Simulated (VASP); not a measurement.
# Co (P6_3/mmc) in VASP: further runs

Co is run at these levels: PBE, LDA; tasks: vibrations by perturbation theory.

Program: VASP 6.6.1. These are calculated values, not measurements. Logs are shortened: lines on timing, memory, paths and dates and some standing lists are left out, and cuts for length are marked.

## 1. The cell of the first run

Symmetry: P6_3/mmc, No. 194, hexagonal system. Conventional cell: a = 2.471 Å, b = 2.471 Å, c = 8.088 Å, α = 90.00°, β = 90.00°, γ = 120.00°. Co (site symmetry -6m2) has 12 Co at 2.47 Å within 3.3 Å. Co (site symmetry -3m) has 12 Co at 2.47 Å within 3.3 Å.

## 2. Vibrations by perturbation theory, PBE, collinear spin, ferromagnetic start

Input file INCAR:

```
PREC = Accurate
ENCUT = 520
EDIFF = 1E-8
ISMEAR = -1
SIGMA = 0.05
LREAL = F
LASPH = T
NELM = 150
ALGO = Fast
ISIF = 2
LWAVE = F
LCHARG = F
ISPIN = 2
MAGMOM = 2 2 2 2
LORBIT = 11
LMAXMIX = 4
GGA = PE
IBRION = 8
NSW = 1
```

Input file KPOINTS:

```
regular mesh
0
Gamma
  9 9 3
```

Input file POSCAR:

```
Co
1.0
    2.4705617809      0.0000000000      0.0000000000
   -1.2352808905      2.1395692639      0.0000000000
    0.0000000000      0.0000000000      8.0882338000
Co
4
Direct
    0.6666666667      0.3333333333      0.7500000000
    0.0000000000      0.0000000000      0.5000000000
    0.3333333333      0.6666666667      0.2500000000
    0.0000000000      0.0000000000      0.0000000000
```

Potentials or basis: VASP PAW PBE potentials, release 64 (Co).

The run is started by

```bash
$ cat potpaw_PBE.64/Co/POTCAR > POTCAR
$ mpirun -np 1 vasp_std > vasp.out
```

OUTCAR:

```text
PREC = Accurate
   ENCUT = 520
   EDIFF = 1E-8
   ISMEAR = -1
   LREAL = F
   LASPH = T
   NELM = 150
   ISIF = 2
   ISPIN = 2
   LORBIT = 11
   GGA = PE
   IBRION = 8
   NSW = 1

 ion  position               nearest neighbor table
   1  0.667  0.333  0.750-   2 2.47   4 2.47   2 2.47   4 2.47   2 2.47   4 2.47
   2  0.000  0.000  0.500-   1 2.47   3 2.47   1 2.47   3 2.47   1 2.47   3 2.47
   3  0.333  0.667  0.250-   2 2.47   4 2.47   2 2.47   4 2.47   2 2.47   4 2.47
   4  0.000  0.000  0.000-   1 2.47   3 2.47   1 2.47   3 2.47   1 2.47   3 2.47

  LATTYP: Found a hexagonal cell.
 ALAT       =     2.4705617809
 C/A-ratio  =     3.2738439745

  Lattice vectors:

 A1 = (   2.4705617809,   0.0000000000,   0.0000000000)
 A2 = (  -1.2352808905,   2.1395692639,   0.0000000000)
 A3 = (   0.0000000000,   0.0000000000,   8.0882338000)

Analysis of symmetry for initial positions (statically):
=====================================================================
 Subroutine PRICEL returns:
 Original cell was already a primitive cell.

 Routine SETGRP: Setting up the symmetry group for a
 hexagonal supercell.

 Subroutine GETGRP returns: Found 24 space group operations
 (whereof 12 operations were pure point group operations)
 out of a pool of 24 trial point group operations.

The static configuration has the point symmetry D_3d.
 The point group associated with its full space group is D_6h.

Analysis of symmetry for dynamics (positions and initial velocities):
=====================================================================
 Subroutine PRICEL returns:
 Original cell was already a primitive cell.

 Routine SETGRP: Setting up the symmetry group for a
 hexagonal supercell.

 Subroutine GETGRP returns: Found 24 space group operations
 (whereof 12 operations were pure point group operations)
 out of a pool of 24 trial point group operations.

The dynamic configuration has the point symmetry D_3d.
 The point group associated with its full space group is D_6h.

Analysis of structural, dynamic, and magnetic symmetry:
=====================================================================
 Subroutine PRICEL returns:
 Original cell was already a primitive cell.

 Routine SETGRP: Setting up the symmetry group for a
 hexagonal supercell.

 Subroutine GETGRP returns: Found 24 space group operations
 (whereof 12 operations were pure point group operations)
 out of a pool of 24 trial point group operations.

The overall configuration has the point symmetry D_3d.
 The point group associated with its full space group is D_6h.

 Subroutine INISYM returns: Found 24 space group operations
 (whereof 12 operations are pure point group operations),
 and found     1 'primitive' translations

----------------------------------------------------------------------------------------

[... 1550 lines left out ...]

  FORCE on cell =-STRESS in cart. coord.  units (eV):
  Direction    XX          YY          ZZ          XY          YZ          ZX
  --------------------------------------------------------------------------------------
  -------------------------------------------------------------------------------------
  Total        0.6938915      0.6938915      0.3816004     -0.0000000      0.0000000      0.0000000
  in kB       26.0031762     26.0031762     14.3002516     -0.0000000      0.0000000      0.0000000
  external PRESSURE =      22.1022013 kB  Pullay stress =       0.0000000 kB

 VOLUME and BASIS-vectors are now :
 -----------------------------------------------------------------------------
  energy-cutoff  :      520.00
  volume of cell :       42.75
      direct lattice vectors                 reciprocal lattice vectors
     2.470561781  0.000000000  0.000000000     0.404766239  0.233691897  0.000000000
    -1.235280890  2.139569264  0.000000000     0.000000000  0.467383794  0.000000000
     0.000000000  0.000000000  8.088233800     0.000000000  0.000000000  0.123636386

 POSITION                                       TOTAL-FORCE (eV/Angst)
 -----------------------------------------------------------------------------------
      1.23528      0.71319      6.06618        -0.000000      0.000000      0.000000
      0.00000      0.00000      4.04412        -0.000000      0.000000     -0.000000
     -0.00000      1.42638      2.02206         0.000000     -0.000000      0.000000
      0.00000      0.00000      0.00000        -0.000000      0.000000     -0.000000
 -----------------------------------------------------------------------------------
    total drift:                                0.000000     -0.000000      0.000000

  FREE ENERGIE OF THE ION-ELECTRON SYSTEM (eV)
  ---------------------------------------------------
  free  energy   TOTEN  =       -28.1201250588 eV

  energy  without entropy=      -28.0894505236  energy(sigma->0) =      -28.10478779

[... ionic steps 2 to 3 ...]

--------------------------------------- Ionic step        4  -------------------------------------------

------------------------ aborting loop because EDIFF is reached ----------------------------------------
[... 11 lines left out ...]
[... ionic steps 8 to 8 ...]

--------------------------------------- Ionic step        9  -------------------------------------------

 Free energy of the ion-electron system (eV)
  ---------------------------------------------------
  ---------------------------------------------------
  free energy    TOTEN  =        -0.18896004 eV

  energy without entropy =       -0.18896004

------------------------ aborting loop because EDIFF is reached ----------------------------------------

 INTERNAL STRAIN TENSOR  FOR ION    2  DIRECTION 3   (eV/Angst):
 -----------------------------------------------------------------------------
     0.00883 -0.00000 -0.00000
    -0.00000  0.00883  0.00000
     0.00000  0.00000 -0.01146

 INTERNAL STRAIN TENSOR FOR ION    4 for displacements in x,y,z  (eV/Angst):
          X           Y           Z          XY          YZ          ZX
  --------------------------------------------------------------------------------
  x     0.00000     0.00000     0.00000     0.00000     0.00000     0.00000
  y     0.00000     0.00000     0.00000     0.00000     0.00000     0.00000
  z     0.00000     0.00000     0.00000     0.00000     0.00000     0.00000

 SECOND DERIVATIVES (NOT SYMMETRIZED)
 ------------------------------------
               1X          1Y          1Z          2X          2Y          2Z          3X          3Y          3Z          4X          4Y          4Z
  1X    -2.323062    0.000000    0.000000    0.964146   -0.000000    0.000000    0.394770   -0.000000    0.000000    0.964146   -0.000000   -0.000000
  1Y     0.000000   -2.323062    0.000000   -0.000000    0.964146   -0.000000   -0.000000    0.394770    0.000000   -0.000000    0.964146    0.000000
  1Z    -0.000000   -0.000000   -9.214287   -0.000000    0.000000    3.062849    0.000000   -0.000000    3.088589    0.000000   -0.000000    3.062849
  2X     0.975064   -0.000000    0.000000   -2.291577    0.000000    0.000000    0.975064   -0.000000    0.000000    0.341450   -0.000000    0.000000
  2Y    -0.000000    0.975064    0.000000    0.000000   -2.291577    0.000000   -0.000000    0.975064    0.000000   -0.000000    0.341450    0.000000
  2Z    -0.000000    0.000000    3.059125    0.000000   -0.000000   -8.540522   -0.000000    0.000000    3.059125    0.000000   -0.000000    2.422272
  3X     0.394770   -0.000000    0.000000    0.964146   -0.000000    0.000000   -2.323062    0.000000    0.000000    0.964146   -0.000000   -0.000000
  3Y    -0.000000    0.394770    0.000000   -0.000000    0.964146   -0.000000    0.000000   -2.323062    0.000000   -0.000000    0.964146    0.000000
  3Z     0.000000   -0.000000    3.088589   -0.000000    0.000000    3.062849   -0.000000   -0.000000   -9.214287    0.000000   -0.000000    3.062849
  4X     0.975064   -0.000000    0.000000    0.341450   -0.000000    0.000000    0.975064   -0.000000    0.000000   -2.291577    0.000000    0.000000
  4Y    -0.000000    0.975064    0.000000   -0.000000    0.341450    0.000000   -0.000000    0.975064    0.000000    0.000000   -2.291577    0.000000
  4Z     0.000000   -0.000000    3.059125   -0.000000    0.000000    2.422272    0.000000   -0.000000    3.059125    0.000000    0.000000   -8.540522

 Eigenvectors and eigenvalues of the dynamical matrix
 ----------------------------------------------------

   1 f  =    7.142904 THz    44.880187 2PiTHz  238.261616 cm-1    29.540662 meV
             X         Y         Z           dx          dy          dz
      1.235281  0.713190  6.066175     0.000000   -0.000000    0.707107
      0.000000  0.000000  4.044117     0.000000   -0.000000    0.000000
     -0.000000  1.426380  2.022058     0.000000   -0.000000   -0.707107
      0.000000  0.000000  0.000000    -0.000000    0.000000    0.000000
[... 71 lines left out ...]
  12 f/i=    0.011289 THz     0.070933 2PiTHz    0.376573 cm-1     0.046689 meV
             X         Y         Z           dx          dy          dz
      1.235281  0.713190  6.066175    -0.257640   -0.430150   -0.000000
      0.000000  0.000000  4.044117    -0.256194   -0.427735   -0.000000
     -0.000000  1.426380  2.022058    -0.257640   -0.430150   -0.000000
      0.000000  0.000000  0.000000    -0.256194   -0.427735   -0.000000

--------------------------------------------------------------------------------------------------------

 ELASTIC MODULI CONTR FROM IONIC RELAXATION (kBar)
 Direction    XX          YY          ZZ          XY          YZ          ZX
 --------------------------------------------------------------------------------
 XX        -232.2512    232.2512      0.0000      0.0000     -0.0000      0.0000
 YY         232.2512   -232.2512     -0.0000      0.0000      0.0000     -0.0000
 ZZ           0.0000     -0.0000     -0.0000     -0.0000     -0.0000      0.0000
 XY           0.0000      0.0000     -0.0000   -232.2512     -0.0000      0.0000
 YZ          -0.0000      0.0000     -0.0000     -0.0000     -0.0000      0.0000
 ZX           0.0000     -0.0000      0.0000      0.0000      0.0000     -0.0000
 --------------------------------------------------------------------------------

 total charge

# of ion       s       p       d       tot
------------------------------------------
    1        0.494   0.534   7.272   8.300
    2        0.495   0.531   7.280   8.306
    3        0.494   0.534   7.272   8.300
    4        0.495   0.531   7.280   8.306
--------------------------------------------------
tot          1.977   2.130  29.105  33.212

 magnetization (x)

# of ion       s       p       d       tot
------------------------------------------
    1       -0.015  -0.051   1.651   1.585
    2       -0.016  -0.051   1.624   1.558
    3       -0.015  -0.051   1.651   1.585
    4       -0.016  -0.051   1.624   1.558
--------------------------------------------------
tot         -0.061  -0.205   6.551   6.285
```

It took 10 min on 1 thread of Intel Xeon Platinum 8559C (Emerald Rapids), shared host; peak memory 0.42 GiB.

Results:

| Quantity | Value |
| --- | --- |
| Net moment | 6.22 μB per cell |
| Site moments | Co +1.58, +1.56 (each value once) μB |
| Valence electrons inside the program's atomic spheres | Co 8.30, 8.31 (each value once) |
| Highest phonon frequency at Γ | 238 cm⁻¹ |

Phonon frequencies in cm⁻¹ (negative: imaginary):
```
              q point                                frequencies
(0.000, 0.000, 0.000)  0 0 0 110 110 112 112 134 134 225 238 238
```

Caveat: the cell stands under pressure or tension, which shifts response properties.

## 3. Vibrations by perturbation theory, PBE, collinear spin, ferromagnetic start

Input file INCAR:

```
SYSTEM = Co
ALGO = Normal
EDIFF = 1E-8
ENCUT = 520
GGA = PE
IBRION = 8
ISIF = 2
ISMEAR = -1
ISPIN = 2
LASPH = .TRUE.
LCHARG = .TRUE.
LMAXMIX = 4
LORBIT = 11
LREAL = .FALSE.
LWAVE = .FALSE.
MAGMOM = 2 2 2 2
NELM = 150
NSW = 1
PREC = Accurate
SIGMA = 0.05
```

Input file KPOINTS:

```
k-points
0
G
  10 10 3
  0 0 0
```

POSCAR is that of step 2.

Potentials or basis: VASP PAW PBE potentials, release 64 (Co).

The run is started by

```bash
$ cat potpaw_PBE.64/Co/POTCAR > POTCAR
$ mpirun -np 1 vasp_std > vasp.out
```

OUTCAR:

```text
SYSTEM = Co
   EDIFF = 1E-8
   ENCUT = 520
   GGA = PE
   IBRION = 8
   ISIF = 2
   ISMEAR = -1
   ISPIN = 2
   LASPH = .TRUE.
   LORBIT = 11
   LREAL = .FALSE.
   NELM = 150
   NSW = 1
   PREC = Accurate

 ion  position               nearest neighbor table
   1  0.667  0.333  0.750-   2 2.47   4 2.47   2 2.47   4 2.47   2 2.47   4 2.47
   2  0.000  0.000  0.500-   1 2.47   3 2.47   1 2.47   3 2.47   1 2.47   3 2.47
   3  0.333  0.667  0.250-   2 2.47   4 2.47   2 2.47   4 2.47   2 2.47   4 2.47
   4  0.000  0.000  0.000-   1 2.47   3 2.47   1 2.47   3 2.47   1 2.47   3 2.47

  LATTYP: Found a hexagonal cell.
 ALAT       =     2.4705617809
 C/A-ratio  =     3.2738439745

  Lattice vectors:

 A1 = (   2.4705617809,   0.0000000000,   0.0000000000)
 A2 = (  -1.2352808905,   2.1395692639,   0.0000000000)
 A3 = (   0.0000000000,   0.0000000000,   8.0882338000)

Analysis of symmetry for initial positions (statically):
=====================================================================
 Subroutine PRICEL returns:
 Original cell was already a primitive cell.

 Routine SETGRP: Setting up the symmetry group for a
 hexagonal supercell.

 Subroutine GETGRP returns: Found 24 space group operations
 (whereof 12 operations were pure point group operations)
 out of a pool of 24 trial point group operations.

[... 1664 lines left out ...]
  y     0.00000     0.00000     0.00000     0.00000     0.00000     0.00000
  z     0.00000     0.00000     0.00000     0.00000     0.00000     0.00000

 SECOND DERIVATIVES (NOT SYMMETRIZED)
 ------------------------------------
               1X          1Y          1Z          2X          2Y          2Z          3X          3Y          3Z          4X          4Y          4Z
  1X    -2.337204    0.000000    0.000000    1.008619   -0.000000    0.000000    0.319966   -0.000000    0.000000    1.008619   -0.000000   -0.000000
  1Y     0.000000   -2.337204    0.000000   -0.000000    1.008619    0.000000   -0.000000    0.319966    0.000000   -0.000000    1.008619    0.000000
  1Z     0.000000    0.000000   -9.217099    0.000000    0.000000    3.064076    0.000000    0.000000    3.088946   -0.000000   -0.000000    3.064076
  2X     1.010770   -0.000000    0.000000   -2.381179    0.000000    0.000000    1.010770   -0.000000    0.000000    0.359640   -0.000000    0.000000
  2Y    -0.000000    1.010770    0.000000    0.000000   -2.381179    0.000000   -0.000000    1.010770    0.000000   -0.000000    0.359640    0.000000
  2Z    -0.000000   -0.000000    3.058842    0.000000    0.000000   -8.723483   -0.000000   -0.000000    3.058842    0.000000    0.000000    2.605799
  3X     0.319966   -0.000000    0.000000    1.008619   -0.000000    0.000000   -2.337204    0.000000    0.000000    1.008619   -0.000000   -0.000000
  3Y    -0.000000    0.319966    0.000000   -0.000000    1.008619    0.000000    0.000000   -2.337204    0.000000   -0.000000    1.008619    0.000000
  3Z     0.000000    0.000000    3.088946    0.000000    0.000000    3.064076    0.000000    0.000000   -9.217099   -0.000000   -0.000000    3.064076
  4X     1.010770   -0.000000    0.000000    0.359640   -0.000000    0.000000    1.010770   -0.000000    0.000000   -2.381179    0.000000    0.000000
  4Y    -0.000000    1.010770    0.000000   -0.000000    0.359640    0.000000   -0.000000    1.010770    0.000000    0.000000   -2.381179    0.000000
  4Z     0.000000    0.000000    3.058842   -0.000000    0.000000    2.605799   -0.000000    0.000000    3.058842    0.000000   -0.000000   -8.723483

 Eigenvectors and eigenvalues of the dynamical matrix
 ----------------------------------------------------

   1 f  =    7.143823 THz    44.885967 2PiTHz  238.292301 cm-1    29.544467 meV
             X         Y         Z           dx          dy          dz
      1.235281  0.713190  6.066175     0.000000   -0.000000    0.707107
      0.000000  0.000000  4.044117     0.000000   -0.000000    0.000000
     -0.000000  1.426380  2.022058     0.000000   -0.000000   -0.707107
      0.000000  0.000000  0.000000    -0.000000   -0.000000   -0.000000
[... 71 lines left out ...]
  12 f/i=    0.003046 THz     0.019140 2PiTHz    0.101612 cm-1     0.012598 meV
             X         Y         Z           dx          dy          dz
      1.235281  0.713190  6.066175     0.000000    0.000000   -0.499786
      0.000000  0.000000  4.044117     0.000000    0.000000   -0.500214
     -0.000000  1.426380  2.022058     0.000000    0.000000   -0.499786
      0.000000  0.000000  0.000000     0.000000    0.000000   -0.500214

--------------------------------------------------------------------------------------------------------

 ELASTIC MODULI CONTR FROM IONIC RELAXATION (kBar)
 Direction    XX          YY          ZZ          XY          YZ          ZX
 --------------------------------------------------------------------------------
 XX        -305.1577    305.1577     -0.0000      0.0000      0.0000      0.0000
 YY         305.1577   -305.1577      0.0000      0.0000     -0.0000     -0.0000
 ZZ          -0.0000      0.0000     -0.0000     -0.0000      0.0000      0.0000
 XY           0.0000      0.0000     -0.0000   -305.1577      0.0000      0.0000
 YZ           0.0000     -0.0000      0.0000      0.0000     -0.0000     -0.0000
 ZX           0.0000     -0.0000      0.0000      0.0000     -0.0000     -0.0000
 --------------------------------------------------------------------------------

 total charge

# of ion       s       p       d       tot
------------------------------------------
    1        0.497   0.539   7.262   8.299
    2        0.498   0.536   7.269   8.304
    3        0.497   0.539   7.262   8.299
    4        0.498   0.536   7.269   8.304
--------------------------------------------------
tot          1.991   2.151  29.062  33.204

 magnetization (x)

# of ion       s       p       d       tot
------------------------------------------
    1       -0.012  -0.051   1.748   1.684
    2       -0.012  -0.048   1.733   1.673
    3       -0.012  -0.051   1.748   1.684
    4       -0.012  -0.048   1.733   1.673
--------------------------------------------------
tot         -0.049  -0.200   6.962   6.713
```

Wall time 10 min (1 thread of AMD EPYC 9R45 (Zen 5), shared host); peak memory 0.46 GiB.

Results:

```
Net moment                                            : 6.66 μB per cell
Site moments                                          : Co +1.68, +1.67 (each value once) μB
Valence electrons inside the program's atomic spheres : Co 8.30
Highest phonon frequency at Γ                         : 238 cm⁻¹
```

Phonon frequencies in cm⁻¹ (negative: imaginary):
```tsv
q point	frequencies
(0.000, 0.000, 0.000)	0 0 0 111 111 112 112 137 137 229 238 238
```

Caveat: the cell stands under pressure or tension, which shifts response properties.

[end of part 1 of 2]
